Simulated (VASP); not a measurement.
# Ta (Fd-3m) in VASP: notebook

Runs on Ta. Level: RPBE. Tasks: single point.

Program: VASP 6.6.1. These are calculated values, not measurements. Logs are shortened: lines on timing, memory, paths and dates and some standing lists are left out, and cuts for length are marked.

## (1) The cell of the first run

The structure is cubic, space group Fd-3m (No. 227). Conventional cell: a = 6.162 Å, b = 6.162 Å, c = 6.162 Å, α = 90.00°, β = 90.00°, γ = 90.00°. Within 3.5 Å of Ta (site symmetry -43m) lie 4 Ta at 2.67 Å.

This isn't the form of Ta at room conditions, which is bcc.

## (2) Single point, RPBE (29.25 Å³/atom)

Contents of INCAR:

```
  PREC = Accurate
  ENCUT = 520
  EDIFF = 1E-7
  ISMEAR = -1
  SIGMA = 0.1
  LREAL = False
  LASPH = True
  NELM = 60
  ALGO = Normal
  ISIF = 2
  LWAVE = False
  LCHARG = False
  GGA = RP
  NBANDS = 18
```

Contents of KPOINTS:

```
regular mesh
0
Gamma
  10 10 10
```

Contents of POSCAR:

```
Ta
1.0
    0.0000000000      3.0809512905      3.0809512905
    3.0809512905      0.0000000000      3.0809512905
    3.0809512905      3.0809512905      0.0000000000
Ta
2
Direct
    0.1250000000      0.1250000000      0.1250000000
    0.8750000000      0.8750000000      0.8750000000
```

Potentials or basis: VASP PAW PBE potentials, release 64 (Ta_pv).

The run is started by

```
cat potpaw_PBE.64/Ta_pv/POTCAR > POTCAR
mpirun -np 1 vasp_std > vasp.out
```

OUTCAR:

```text
PREC = Accurate
   ENCUT = 520
   EDIFF = 1E-7
   ISMEAR = -1
   LREAL = False
   LASPH = True
   NELM = 60
   ISIF = 2
   GGA = RP

 ion  position               nearest neighbor table
   1  0.125  0.125  0.125-   2 2.67   2 2.67   2 2.67   2 2.67
   2  0.875  0.875  0.875-   1 2.67   1 2.67   1 2.67   1 2.67

  LATTYP: Found a face centered cubic cell.
 ALAT       =     6.1619025810

  Lattice vectors:

 A1 = (   0.0000000000,   3.0809512905,   3.0809512905)
 A2 = (   3.0809512905,   0.0000000000,   3.0809512905)
 A3 = (   3.0809512905,   3.0809512905,   0.0000000000)

Analysis of symmetry for initial positions (statically):
=====================================================================
 Subroutine PRICEL returns:
 Original cell was already a primitive cell.

 Routine SETGRP: Setting up the symmetry group for a
 face centered cubic supercell.

 Subroutine GETGRP returns: Found 48 space group operations
 (whereof 12 operations were pure point group operations)
 out of a pool of 48 trial point group operations.

The static configuration has the point symmetry D_3d.
 The point group associated with its full space group is O_h .

Analysis of symmetry for dynamics (positions and initial velocities):
=====================================================================
 Subroutine PRICEL returns:
 Original cell was already a primitive cell.

 Routine SETGRP: Setting up the symmetry group for a
 face centered cubic supercell.

 Subroutine GETGRP returns: Found 48 space group operations
 (whereof 12 operations were pure point group operations)
 out of a pool of 48 trial point group operations.

The dynamic configuration has the point symmetry D_3d.
 The point group associated with its full space group is O_h .

 Subroutine INISYM returns: Found 48 space group operations
 (whereof 12 operations are pure point group operations),
 and found     1 'primitive' translations

----------------------------------------------------------------------------------------

                                     Primitive cell

  volume of cell :      58.4904

  direct lattice vectors                    reciprocal lattice vectors
     0.000000000  3.080951290  3.080951290    -0.162287538  0.162287538  0.162287538
     3.080951290  0.000000000  3.080951290     0.162287538 -0.162287538  0.162287538
     3.080951290  3.080951290  0.000000000     0.162287538  0.162287538 -0.162287538

  length of vectors
     4.357123100  4.357123100  4.357123100     0.281090261  0.281090261  0.281090261

  position of ions in fractional coordinates (direct lattice)
     0.125000000  0.125000000  0.125000000
     0.875000000  0.875000000  0.875000000

  ion indices of the primitive-cell ions
   primitive index   ion index
                 1           1
                 2           2

----------------------------------------------------------------------------------------

 KPOINTS: regular mesh

Automatic generation of k-mesh.
 Grid dimensions read from file:
 generate k-points for:   10   10   10

 Generating k-lattice:

  Cartesian coordinates                     Fractional coordinates (reciprocal lattice)
    -0.016228754  0.016228754  0.016228754     0.100000000  0.000000000  0.000000000
     0.016228754 -0.016228754  0.016228754     0.000000000  0.100000000  0.000000000
     0.016228754  0.016228754 -0.016228754     0.000000000  0.000000000  0.100000000

  Length of vectors
     0.028109026  0.028109026  0.028109026

  Shift w.r.t. Gamma in fractional coordinates (k-lattice)
     0.000000000  0.000000000  0.000000000

 Subroutine IBZKPT returns following result:
 ===========================================

 Found     47 irreducible k-points:

 Following reciprocal coordinates:
            Coordinates               Weight
  0.000000  0.000000  0.000000      1.000000
  0.100000  0.000000  0.000000      8.000000
  0.200000  0.000000  0.000000      8.000000
  0.300000  0.000000  0.000000      8.000000
  0.400000  0.000000  0.000000      8.000000
  0.500000  0.000000  0.000000      4.000000
[... 16 lines left out ...]
  0.300000  0.300000  0.000000      6.000000
  0.400000  0.300000  0.000000     24.000000
 [... further k-points ...]
   k-points           NKPTS =     47   k-points in BZ     NKDIM =     47   number of bands    NBANDS=     18
   number of dos      NEDOS =    301   number of ions     NIONS =      2
   total plane-waves  NPLWV =  32768
   dimension x,y,z NGX =    32 NGY =   32 NGZ =   32
   dimension x,y,z NGXF=    64 NGYF=   64 NGZF=   64
   ions per type =               2
   NGX,Y,Z   is equivalent  to a cutoff of  12.21, 12.21, 12.21 a.u.
   NGXF,Y,Z  is equivalent  to a cutoff of  24.42, 24.42, 24.42 a.u.
 SYSTEM =  unknown system
   PREC   = accura    normal or accurate (medium, high low for compatibility)
   ISTART =      0    job   : 0-new  1-cont  2-samecut
   ICHARG =      2    charge: 1-file 2-atom 10-const
   ISPIN  =      1    spin polarized calculation?
   LNONCOLLINEAR =      F non collinear calculations
   LSORBIT =      F    spin-orbit coupling
   LASPH  =      T    aspherical Exc in radial PAW
   ENCUT  =  520.0 eV  38.22 Ry    6.18 a.u.   8.10  8.10  8.10*2*pi/ulx,y,z
   NELM   =     60;   NELMIN=  2; NELMDL= -5     # of ELM steps
   EDIFF  = 0.1E-06   stopping-criterion for ELM
   LREAL  =      F    real-space projection
   EDIFFG = 0.1E-05   stopping-criterion for IOM
   NSW    =      0    number of steps for IOM
   IBRION =     -1    ionic relax: 0-MD 1-quasi-New 2-CG
   NFREE  =      0    steps in history (QN), initial steepest desc. (CG)
   ISIF   =      2    stress and relaxation
   ISYM   =      2    0-nonsym 1-usesym 2-fastsym
   POTIM  = 0.5000    time-step for ionic-motion
   TEBEG  =    0.0;   TEEND  =   0.0 temperature during run
   PSTRESS=    0.0 pullay stress
   NELECT =      22.0000    total number of electrons
   NUPDOWN=      -1.0000    fix difference up-down
   EMIN   =  10.00;   EMAX   =-10.00  energy-range for DOS
   EFERMI =   0.00;   METHOD = LEGACY
   ISMEAR =    -1;   SIGMA  =   0.10  broadening in eV -4-tet -1-fermi 0-gaus
   EFERMI_NEDOS =   21; number of points for ismear=-14 and -15
   IALGO  =     38    algorithm
   IMIX   =      4    mixing-type and parameters
     AMIX     =   0.40;   BMIX     =  1.00
     AMIX_MAG =   1.60;   BMIX_MAG =  1.00
  volume/ion in A,a.u.               =      29.25       197.36
  Fermi-wavevector in a.u.,A,eV,Ry     =   1.181737  2.233159 19.000573  1.396503
  Thomas-Fermi vector in A             =   2.318005
   LORBIT       =      0    0 simple, 1 ext, 2 COOP (PROOUT), +10 PAW based schemes
   GGA     = RP    functional components
   LHFCALC =     F    Hartree Fock is set to
   AEXX    =    0.0000 exact exchange contribution
   IVDW    =     0    specifies the selected vdW correction
   LEPSILON=     F    determine dielectric tensor
   LRPA    =     F    only Hartree local field effects (RPA)
 non-spin polarized calculation
  energy-cutoff  :      520.00
  volume of cell :       58.49
 maximum number of plane-waves:      1596
   NGX = 17   NGY = 17   NGZ = 17

 number of electron      22.0000005 magnetization

 Free energy of the ion-electron system (eV)
  ---------------------------------------------------
  ext. energy  EPLUGINS =         0.00000000
  ---------------------------------------------------
  free energy    TOTEN  =       -17.01591001 eV

  energy without entropy =      -16.88229835  energy(sigma->0) =      -16.94910418

 E-fermi :   1.9498     XC(G=0):  -9.8130

 val. band max:        1.9393271469   @ k =   0.5000   0.4000   0.1000
 cond. band min:       1.9500570008   @ k =  -0.4000   0.2000   0.1000
 fundamental gap:      0.0107298539
 Fermi energy:         1.9497901174

 k-point     1 :       0.0000    0.0000    0.0000
  band No.  band energies     occupation
      1     -32.2411      2.00000
      2     -32.2411      2.00000
      3     -32.2411      2.00000
      4     -31.5083      2.00000
      5     -31.5083      2.00000
      6     -31.5083      2.00000
[... 10 lines left out ...]
     17       7.5590      0.00000
     18      11.7043      0.00000

 k-point     2 :       0.1000    0.0000    0.0000
  band No.  band energies     occupation
      1     -32.2494      2.00000
      2     -32.2494      2.00000
      3     -32.2397      2.00000
      4     -31.5110      2.00000
      5     -31.4995      2.00000
      6     -31.4995      2.00000
[... 10 lines left out ...]
     17       7.5247      0.00000
     18      11.4497      0.00000

 k-point     3 :       0.2000    0.0000    0.0000
  band No.  band energies     occupation
      1     -32.2702      2.00000
      2     -32.2702      2.00000
      3     -32.2363      2.00000
      4     -31.5179      2.00000
      5     -31.4774      2.00000
      6     -31.4774      2.00000
[... 10 lines left out ...]
     17       7.4053      0.00000
     18      10.6839      0.00000

 k-point     4 :       0.3000    0.0000    0.0000
  band No.  band energies     occupation
      1     -32.2945      2.00000
      2     -32.2945      2.00000
      3     -32.2324      2.00000
      4     -31.5260      2.00000
      5     -31.4516      2.00000
      6     -31.4516      2.00000
[... 10 lines left out ...]
     17       7.1612      0.00000
     18       8.7553      0.00000

 k-point     5 :       0.4000    0.0000    0.0000
  band No.  band energies     occupation
      1     -32.3131      2.00000
      2     -32.3131      2.00000
      3     -32.2296      2.00000
      4     -31.5321      2.00000
      5     -31.4318      2.00000
      6     -31.4318      2.00000
[... 10 lines left out ...]
     17       6.7971      0.00000
     18       7.3321      0.00000

 k-point     6 :       0.5000    0.0000    0.0000
  band No.  band energies     occupation
      1     -32.3200      2.00000
      2     -32.3200      2.00000
      3     -32.2286      2.00000
      4     -31.5344      2.00000
      5     -31.4244      2.00000
      6     -31.4244      2.00000
[... 10 lines left out ...]
     17       6.5611      0.00000
     18       6.7909      0.00000

 k-point     7 :       0.1000    0.1000    0.0000
  band No.  band energies     occupation
      1     -32.2592      2.00000
      2     -32.2592      2.00000
      3     -32.2241      2.00000
      4     -31.5277      2.00000
      5     -31.4892      2.00000
      6     -31.4892      2.00000
[... 10 lines left out ...]
     17       7.6709      0.00000
     18      11.3981      0.00000

 k-point     8 :       0.2000    0.1000    0.0000
  band No.  band energies     occupation
      1     -32.2808      2.00000
      2     -32.2800      2.00000
      3     -32.2092      2.00000
      4     -31.5453      2.00000
      5     -31.4677      2.00000
      6     -31.4664      2.00000
[... 10 lines left out ...]
     17       7.6913      0.00000
     18      11.1931      0.00000
[... 229 lines left out ...]
     17       6.8198      0.00000
     18       7.1791      0.00000

 k-point    20 :      -0.4000    0.2000    0.0000
  band No.  band energies     occupation
      1     -32.3907      2.00000
      2     -32.3400      2.00000
      3     -32.1060      2.00000
      4     -31.6561      2.00000
      5     -31.4031      2.00000
      6     -31.3563      2.00000
[... 10 lines left out ...]
     17       7.0578      0.00000
     18       7.0961      0.00000

 k-point    21 :      -0.3000    0.2000    0.0000
  band No.  band energies     occupation
      1     -32.3800      2.00000
      2     -32.3200      2.00000
      3     -32.1335      2.00000
      4     -31.6270      2.00000
      5     -31.4243      2.00000
      6     -31.3669      2.00000
[... 10 lines left out ...]
     17       7.5857      0.00000
     18       7.8242      0.00000

 k-point    22 :      -0.2000    0.2000    0.0000
  band No.  band energies     occupation
      1     -32.3508      2.00000
      2     -32.2956      2.00000
      3     -32.1727      2.00000
      4     -31.5856      2.00000
      5     -31.4503      2.00000
      6     -31.3960      2.00000
[... 10 lines left out ...]
     17       7.7314      0.00000
     18       9.1027      0.00000

 k-point    23 :       0.3000    0.3000    0.0000
  band No.  band energies     occupation
      1     -32.3509      2.00000
      2     -32.3509      2.00000
      3     -32.0971      2.00000
      4     -31.6686      2.00000
      5     -31.3919      2.00000
      6     -31.3919      2.00000
[... 10 lines left out ...]
     17       7.7329      0.00000
     18       9.2821      0.00000

 k-point    24 :       0.4000    0.3000    0.0000
  band No.  band energies     occupation
      1     -32.3746      2.00000
      2     -32.3683      2.00000
      3     -32.0532      2.00000
      4     -31.7148      2.00000
      5     -31.3732      2.00000
      6     -31.3679      2.00000
[... 10 lines left out ...]
     17       7.6035      0.00000
     18       8.2471      0.00000

 [... further k-points ...]
[... 5 lines left out ...]
  --------------------------------------------------------------------------------------
  -------------------------------------------------------------------------------------
  Total        0.0058344      0.0058344      0.0058344      0.0000000      0.0000000      0.0000000
  in kB        0.1598178      0.1598178      0.1598178      0.0000000      0.0000000      0.0000000
  external PRESSURE =       0.1598178 kB  Pullay stress =       0.0000000 kB

 VOLUME and BASIS-vectors are now :
 -----------------------------------------------------------------------------
  energy-cutoff  :      520.00
  volume of cell :       58.49
      direct lattice vectors                 reciprocal lattice vectors
     0.000000000  3.080951290  3.080951290    -0.162287538  0.162287538  0.162287538
     3.080951290  0.000000000  3.080951290     0.162287538 -0.162287538  0.162287538
     3.080951290  3.080951290  0.000000000     0.162287538  0.162287538 -0.162287538

 POSITION                                       TOTAL-FORCE (eV/Angst)
 -----------------------------------------------------------------------------------
      0.77024      0.77024      0.77024         0.000000     -0.000000     -0.000000
      5.39166      5.39166      5.39166        -0.000000      0.000000      0.000000
 -----------------------------------------------------------------------------------
    total drift:                                0.000000      0.000000     -0.000000

  FREE ENERGIE OF THE ION-ELECTRON SYSTEM (eV)
  ---------------------------------------------------
  free  energy   TOTEN  =       -17.0159100051 eV

  energy  without entropy=      -16.8822983467  energy(sigma->0) =      -16.94910418
```

Wall time 54 s (1 thread of Intel Xeon 8259CL, shared host); peak memory 0.19 GiB.

What came out:

- Free energy: -17.0159 eV
- Pressure: 0.0 GPa
- Band gap on the k mesh: zero (bands 11 and 12 overlap by 0.78 eV)

Caveat: the PAW data sets were made with another functional, which shifts forces and pressure a little; spin-orbit coupling is left out, which moves the levels of the heavy elements.

## (3) Single point, RPBE (30.42 Å³/atom)

This run uses another cell than the first one, of 30.42 Å³/atom.

Contents of INCAR:

```
PREC = Accurate ; ENCUT = 520
EDIFF = 1E-6 ; ISMEAR = -1
SIGMA = 0.1 ; LREAL = F
LASPH = T ; NELM = 100
ALGO = Normal ; ISIF = 2
LWAVE = F ; LCHARG = F
GGA = RP ; NBANDS = 18
```

Contents of KPOINTS:

```
Automatic mesh
0
Gamma
  10 10 10
```

Contents of POSCAR:

```
Ta
1.0
    0.0000000000      3.1214947726      3.1214947726
    3.1214947726      0.0000000000      3.1214947726
    3.1214947726      3.1214947726      0.0000000000
Ta
2
Direct
    0.1250000000      0.1250000000      0.1250000000
    0.8750000000      0.8750000000      0.8750000000
```

Potentials or basis: VASP PAW PBE potentials, release 64 (Ta_pv).

The run is started by

```
cat potpaw_PBE.64/Ta_pv/POTCAR > POTCAR
mpirun -np 1 vasp_std > vasp.out
```

It took 65 s on 1 thread of Intel Xeon 8259CL, shared host; peak memory 0.22 GiB.

The run converged. Its results:

```
Free energy            : -16.9984 eV
Pressure               : -2.4 GPa
Band gap on the k mesh : zero (bands 11 and 12 overlap by 0.75 eV)
```

Levels at points of the mesh, in eV from the Fermi level:
```tsv
k point	band 7	band 8	band 9	band 10	band 11	band 12	band 13	band 14	band 15	band 16
(0.00, 0.00, 0.00)	-5.40	-0.81	-0.81	-0.31	-0.31	-0.31	1.89	1.89	1.89	5.36
(0.50, 0.00, 0.00)	-3.15	-1.00	-0.70	-0.70	-0.32	-0.32	-0.30	2.91	2.91	4.42
(0.50, 0.50, 0.00)	-1.71	-1.71	-1.21	-1.21	-0.21	-0.21	1.75	1.75	3.96	3.96
```

Caveat: the PAW data sets were made with another functional, which shifts forces and pressure a little; spin-orbit coupling is left out, which moves the levels of the heavy elements.
